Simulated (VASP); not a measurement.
InSb3:

```
In Sb
1.0
     3.75944    0.00000    0.00000
     0.00000    3.75944    0.00000
     0.00000    0.00000    9.56077
In Sb
1 3
Direct
  0.00000 0.00000 0.00000
  0.50000 0.50000 0.50000
  0.00000 0.00000 0.68293
  0.00000 0.00000 0.31707
```

* Program: VASP 6.6.1
* Task: relaxation of cell and atoms
* Functional: PBE
* Potentials or basis: VASP PAW PBE potentials, release 64 (In_d, Sb)
* Cutoff: 600 eV
* k mesh: 12 × 12 × 6
* Occupations: gaussian, width 0.1 eV
* Spin: no spin polarisation

At the start: pressure -0.4 GPa; volume 33.78 Å³/atom.

Where does the relaxation end?

Over 9 steps the energy falls by 2.5 meV/atom and the volume is 32.89 Å³/atom (-2.6 %); space group P4/mmm (No. 123, to 0.05 Å).

The path:
| step | energy change (eV) | largest force (eV/Å) | pressure (GPa) | volume (Å³) |
| --- | --- | --- | --- | --- |
| 1 | 0.0000 | 0.0234 | -0.39 | 135.13 |
| 2 | -0.0035 | 0.0799 | 0.01 | 133.52 |
| 3 | -0.0038 | 0.1000 | 0.16 | 132.97 |
| 4 | -0.0064 | 0.0901 | 0.08 | 132.75 |
| 5 | -0.0082 | 0.0696 | -0.03 | 132.37 |
| 6 | -0.0082 | 0.0685 | -0.03 | 132.34 |
| 7 | -0.0090 | 0.0469 | -0.03 | 132.11 |
| 8 | -0.0098 | 0.0132 | -0.03 | 131.73 |
| 9 | -0.0098 | 0.0006 | -0.02 | 131.56 |

Final structure:
```
In Sb
1.0
     3.68995    0.00000    0.00000
     0.00000    3.68995    0.00000
     0.00000    0.00000    9.66269
In Sb
1 3
Direct
  0.00000 0.00000 0.00000
  0.50000 0.50000 0.50000
  0.00000 0.00000 0.68706
  0.00000 0.00000 0.31294
```
